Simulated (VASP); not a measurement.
# Sc2Si2B (P1) in VASP: single point with PBE

Aim: the single point of Sc2Si2B with PBE.

Program: VASP 6.6.1. These are calculated values, not measurements. Logs are shortened: lines on timing, memory, paths and dates and some standing lists are left out, and cuts for length are marked.

## 1. The cell of the first run

The typed cell holds 5 atoms: a = 3.712 Å, b = 3.700 Å, c = 6.471 Å, α = 72.87°, β = 72.93°, γ = 90.36°.

## 2. Single point, PBE

Contents of POSCAR:

```
Sc2Si2B
1.0
   -0.0116992100      3.7121989200     -0.0173700000
    3.6994489400     -0.0116992100     -0.0213651700
    1.8781587900      1.8781236300     -5.9008066200
B Sc Si
1 2 2
Direct
    0.9846350000      0.0160920000      0.0017330000
    0.3447260000      0.3692830000      0.3037750000
    0.6711520000      0.6652100000      0.6978840000
    0.1640240000      0.1529380000      0.7078970000
    0.8660320000      0.8547450000      0.2609420000
```

Contents of INCAR.step1:

```
ALGO = Normal
EDIFF = 1E-6
ENCUT = 520
GGA = PE
ISIF = 2
ISMEAR = 1
LASPH = T
LCHARG = T
LMAXMIX = 4
LREAL = F
LWAVE = F
NBANDS = 24
NELM = 100
PREC = Accurate
SIGMA = 0.0242
```

Contents of KPOINTS.step1:

```
Automatic mesh
0
Gamma
  5 5 3
  0 0.5 0
```

Contents of INCAR.step2:

```
ALGO = Normal
EDIFF = 1E-6
ENCUT = 520
GGA = PE
ICHARG = 11
ISIF = 2
ISMEAR = -5
LASPH = T
LCHARG = F
LMAXMIX = 4
LORBIT = 11
LREAL = F
LWAVE = F
NBANDS = 24
NEDOS = 2001
NELM = 100
PREC = Accurate
SIGMA = 0.0242
```

Contents of KPOINTS.step2:

```
k-points
0
Gamma
  8 8 5
```

Potentials or basis: VASP PAW PBE potentials, release 64 (B, Sc_sv, Si).

Started as:

```sh
$ cat potpaw_PBE.64/B/POTCAR potpaw_PBE.64/Sc_sv/POTCAR potpaw_PBE.64/Si/POTCAR > POTCAR
$ cp INCAR.step1 INCAR
$ cp KPOINTS.step1 KPOINTS
$ mpirun -np 1 vasp_std > vasp.out
$ cp INCAR.step2 INCAR
$ cp KPOINTS.step2 KPOINTS
$ mpirun -np 1 vasp_std > vasp.out
```

OUTCAR:

```text
EDIFF = 1E-6
   ENCUT = 520
   GGA = PE
   ICHARG = 11
   ISIF = 2
   ISMEAR = -5
   LASPH = T
   LORBIT = 11
   LREAL = F
   NELM = 100
   PREC = Accurate

 ion  position               nearest neighbor table
   1  0.985  0.016  0.002-   5 1.53   4 1.73
   2  0.345  0.369  0.304-   4 2.38   5 2.53   5 2.55   5 2.72   5 2.74
   3  0.671  0.665  0.698-   5 2.58   4 2.59   4 2.62   4 2.64   4 2.64
   4  0.164  0.153  0.708-   1 1.73   2 2.38   3 2.59   3 2.62   3 2.64   3 2.64
   5  0.866  0.855  0.261-   1 1.53   2 2.53   2 2.55   3 2.58   2 2.72   2 2.74

  LATTYP: Found a triclinic cell.
 ALAT       =     3.7122579935
 B/A-ratio  =     1.4162218522
 C/A-ratio  =     2.6582355520
 COS(alpha) =     0.0018231342
 COS(beta)  =     0.5663511770
 COS(gamma) =     0.7105279163

  Lattice vectors:

 A1 = (   0.0116992100,  -3.7121989200,   0.0173700000)
 A2 = (   3.7111481500,  -3.7238981300,  -0.0039951700)
 A3 = (  -5.5659085200,  -5.5786233400,   5.9395417900)

Analysis of symmetry for initial positions (statically):
=====================================================================
 Subroutine PRICEL returns:
 Original cell was already a primitive cell.

 Routine SETGRP: Setting up the symmetry group for a
 triclinic supercell.

 Subroutine GETGRP returns: Found  1 space group operations
 (whereof  1 operations were pure point group operations)
 out of a pool of  2 trial point group operations.

The static configuration has the point symmetry C_1 .

Analysis of symmetry for dynamics (positions and initial velocities):
=====================================================================
 Subroutine PRICEL returns:
 Original cell was already a primitive cell.

 Routine SETGRP: Setting up the symmetry group for a
 triclinic supercell.

 Subroutine GETGRP returns: Found  1 space group operations
 (whereof  1 operations were pure point group operations)
 out of a pool of  2 trial point group operations.

The dynamic configuration has the point symmetry C_1 .

 Subroutine INISYM returns: Found  1 space group operations
 (whereof  1 operations are pure point group operations),
 and found     1 'primitive' translations

----------------------------------------------------------------------------------------

                                     Primitive cell

  volume of cell :      80.7650

  direct lattice vectors                    reciprocal lattice vectors
    -0.011699210  3.712198920 -0.017370000     0.001351590  0.269790186  0.086299697
     3.699448940 -0.011699210 -0.021365170     0.270814632  0.001258694  0.086597799
     1.878158790  1.878123630 -5.900806620    -0.000984523 -0.000798729 -0.170035940

  length of vectors
     3.712257993  3.699529132  6.471039142     0.283259968  0.284326094  0.170040666

  position of ions in fractional coordinates (direct lattice)
     0.984635000  0.016092000  0.001733000
     0.344726000  0.369283000  0.303775000
     0.671152000  0.665210000  0.697884000
     0.164024000  0.152938000  0.707897000
     0.866032000  0.854745000  0.260942000

  ion indices of the primitive-cell ions
   primitive index   ion index
                 1           1
                 2           2
                 3           3
                 4           4
                 5           5

----------------------------------------------------------------------------------------

 KPOINTS: k-points

Automatic generation of k-mesh.
 Grid dimensions read from file:
 generate k-points for:    8    8    5

 Generating k-lattice:

  Cartesian coordinates                     Fractional coordinates (reciprocal lattice)
     0.000168949  0.033723773  0.010787462     0.125000000  0.000000000  0.000000000
     0.033851829  0.000157337  0.010824725    -0.000000000  0.125000000  0.000000000
    -0.000196905 -0.000159746 -0.034007188     0.000000000  0.000000000  0.200000000

  Length of vectors
     0.035407496  0.035540762  0.034008133

  Shift w.r.t. Gamma in fractional coordinates (k-lattice)
     0.000000000  0.000000000  0.000000000

 TETIRR: Found    960 inequivalent tetrahedra from     1920

 Subroutine IBZKPT returns following result:
 ===========================================

 Found    162 irreducible k-points:

 Following reciprocal coordinates:
            Coordinates               Weight
  0.000000  0.000000  0.000000      1.000000
  0.125000 -0.000000  0.000000      2.000000
  0.250000 -0.000000  0.000000      2.000000
  0.375000 -0.000000  0.000000      2.000000
  0.500000 -0.000000  0.000000      1.000000
  0.000000  0.125000  0.000000      2.000000
[... 16 lines left out ...]
  0.125000  0.375000  0.000000      2.000000
  0.250000  0.375000  0.000000      2.000000
 [... further k-points ...]
   k-points           NKPTS =    162   k-points in BZ     NKDIM =    162   number of bands    NBANDS=     24
   number of dos      NEDOS =   2001   number of ions     NIONS =      5
   total plane-waves  NPLWV =  37632
   dimension x,y,z NGX =    28 NGY =   28 NGZ =   48
   dimension x,y,z NGXF=    56 NGYF=   56 NGZF=   96
   ions per type =               1   2   2
   NGX,Y,Z   is equivalent  to a cutoff of  12.54, 12.58, 12.33 a.u.
   NGXF,Y,Z  is equivalent  to a cutoff of  25.08, 25.16, 24.66 a.u.
 SYSTEM =  unknown system
   PREC   = accura    normal or accurate (medium, high low for compatibility)
   ISTART =      0    job   : 0-new  1-cont  2-samecut
   ICHARG =     11    charge: 1-file 2-atom 10-const
   ISPIN  =      1    spin polarized calculation?
   LNONCOLLINEAR =      F non collinear calculations
   LSORBIT =      F    spin-orbit coupling
   LASPH  =      T    aspherical Exc in radial PAW
   ENCUT  =  520.0 eV  38.22 Ry    6.18 a.u.   6.90  6.88 12.03*2*pi/ulx,y,z
   NELM   =    100;   NELMIN=  2; NELMDL=  0     # of ELM steps
   EDIFF  = 0.1E-05   stopping-criterion for ELM
   LREAL  =      F    real-space projection
   EDIFFG = 0.1E-04   stopping-criterion for IOM
   NSW    =      0    number of steps for IOM
   IBRION =     -1    ionic relax: 0-MD 1-quasi-New 2-CG
   NFREE  =      0    steps in history (QN), initial steepest desc. (CG)
   ISIF   =      2    stress and relaxation
   ISYM   =      2    0-nonsym 1-usesym 2-fastsym
   POTIM  = 0.5000    time-step for ionic-motion
   TEBEG  =    0.0;   TEEND  =   0.0 temperature during run
   PSTRESS=    0.0 pullay stress
   NELECT =      33.0000    total number of electrons
   NUPDOWN=      -1.0000    fix difference up-down
   EMIN   =  10.00;   EMAX   =-10.00  energy-range for DOS
   EFERMI =   0.00;   METHOD = LEGACY
   ISMEAR =    -5;   SIGMA  =   0.02  broadening in eV -4-tet -1-fermi 0-gaus
   EFERMI_NEDOS =   21; number of points for ismear=-14 and -15
   IALGO  =     38    algorithm
   IMIX   =      4    mixing-type and parameters
     AMIX     =   0.40;   BMIX     =  1.00
     AMIX_MAG =   1.60;   BMIX_MAG =  1.00
  volume/ion in A,a.u.               =      16.15       109.01
  Fermi-wavevector in a.u.,A,eV,Ry     =   1.214801  2.295641 20.078675  1.475741
  Thomas-Fermi vector in A             =   2.350209
   LORBIT       =     11    0 simple, 1 ext, 2 COOP (PROOUT), +10 PAW based schemes
   GGA     = PE    functional components
   LHFCALC =     F    Hartree Fock is set to
   AEXX    =    0.0000 exact exchange contribution
   IVDW    =     0    specifies the selected vdW correction
   LEPSILON=     F    determine dielectric tensor
   LRPA    =     F    only Hartree local field effects (RPA)
 non-spin polarized calculation
 Fermi weights with tetrahedron method with Bloechl corrections
  energy-cutoff  :      520.00
  volume of cell :       80.77
 maximum number of plane-waves:      2195

 number of electron      32.9999994 magnetization

 Free energy of the ion-electron system (eV)
  ---------------------------------------------------
  ext. energy  EPLUGINS =         0.00000000
  ---------------------------------------------------
  free energy    TOTEN  =       -27.50342292 eV

  energy without entropy =      -27.50342292  energy(sigma->0) =      -27.50342292

 E-fermi :   5.8265     XC(G=0): -10.5275

 val. band max:        5.9563545770   @ k =   0.0000   0.1250   0.0000
 cond. band min:       5.8475195828   @ k =   0.3750  -0.2500   0.2000
 fundamental gap:     -0.1088349942
 Fermi energy:         5.8264750311

 k-point     1 :       0.0000    0.0000    0.0000
  band No.  band energies     occupation
      1     -43.2438      2.00000
      2     -43.1332      2.00000
      3     -22.0360      2.00000
      4     -21.8836      2.00000
      5     -21.8727      2.00000
      6     -21.8677      2.00000
[... 16 lines left out ...]
     23       8.4153      0.00000
     24       9.2459      0.00000

 k-point     2 :       0.1250   -0.0000    0.0000
  band No.  band energies     occupation
      1     -43.2429      2.00000
      2     -43.1327      2.00000
      3     -22.0324      2.00000
      4     -21.9074      2.00000
      5     -21.8678      2.00000
      6     -21.8615      2.00000
[... 16 lines left out ...]
     23       8.8315      0.00000
     24       9.1542      0.00000

 k-point     3 :       0.2500   -0.0000    0.0000
  band No.  band energies     occupation
      1     -43.2408      2.00000
      2     -43.1315      2.00000
      3     -22.0241      2.00000
      4     -21.9443      2.00000
      5     -21.8637      2.00000
      6     -21.8605      2.00000
[... 16 lines left out ...]
     23       8.6367      0.00000
     24       9.0365      0.00000
[... 514 lines left out ...]
 k-point    23 :       0.1250    0.3750    0.0000
  band No.  band energies     occupation
      1     -43.2379      2.00000
      2     -43.1295      2.00000
      3     -22.0119      2.00000
      4     -21.9656      2.00000
      5     -21.8847      2.00000
      6     -21.8643      2.00000
[... 16 lines left out ...]
     23       9.1620      0.00000
     24       9.4637      0.00000

 k-point    24 :       0.2500    0.3750    0.0000
  band No.  band energies     occupation
      1     -43.2363      2.00000
      2     -43.1280      2.00000
      3     -22.0017      2.00000
      4     -21.9573      2.00000
      5     -21.9157      2.00000
      6     -21.8739      2.00000
[... 16 lines left out ...]
     23       9.0401      0.00000
     24       9.7203      0.00000

 [... further k-points ...]
[... 5 lines left out ...]
  --------------------------------------------------------------------------------------
  -------------------------------------------------------------------------------------
  Total        4.9904898      4.8973150     36.4833530      0.1358091     -0.0806957      1.6661261
  in kB       98.9989382     97.1505796    723.7392166      2.6941160     -1.6008022     33.0518095
  external PRESSURE =     306.6295781 kB  Pullay stress =       0.0000000 kB

 VOLUME and BASIS-vectors are now :
 -----------------------------------------------------------------------------
  energy-cutoff  :      520.00
  volume of cell :       80.77
      direct lattice vectors                 reciprocal lattice vectors
    -0.011699210  3.712198920 -0.017370000     0.001351590  0.269790186  0.086299697
     3.699448940 -0.011699210 -0.021365170     0.270814632  0.001258694  0.086597799
     1.878158790  1.878123630 -5.900806620    -0.000984523 -0.000798729 -0.170035940

 POSITION                                       TOTAL-FORCE (eV/Angst)
 -----------------------------------------------------------------------------------
      0.05127      3.65823     -0.02767         0.925664     -0.628383      9.826801
      1.93265      1.84590     -1.80640        -1.198975     -0.054177      2.103625
      3.76380      3.79438     -4.14395        -0.330261     -0.047931     -0.638418
      1.89341      1.93662     -4.18328         0.189683      0.264247      2.536338
      3.64204      3.69496     -1.57307         0.413889      0.466244    -13.828347
 -----------------------------------------------------------------------------------
    total drift:                               -0.003726      0.001791     -0.004631

  FREE ENERGIE OF THE ION-ELECTRON SYSTEM (eV)
  ---------------------------------------------------
  free  energy   TOTEN  =       -27.5034229243 eV

  energy  without entropy=      -27.5034229243  energy(sigma->0) =      -27.50342292

 total charge

# of ion       s       p       d       tot
------------------------------------------
    1        0.821   1.373   0.000   2.194
    2        2.206   6.172   1.249   9.627
    3        2.194   6.157   1.193   9.544
    4        0.816   1.138   0.000   1.954
    5        0.844   1.240   0.000   2.084
--------------------------------------------------
tot          6.882  16.079   2.442  25.403
```

Wall time 3.4 min (1 thread of Intel Xeon Platinum 8375C at 2.90GHz (Ice Lake), shared host); peak memory 0.4 GiB.

What came out:

* Valence electrons inside the program's atomic spheres: B 2.19; Sc 9.63, 9.54; Si 1.95, 2.08

Caveat: tetrahedron occupations give inexact forces and stress in metals.
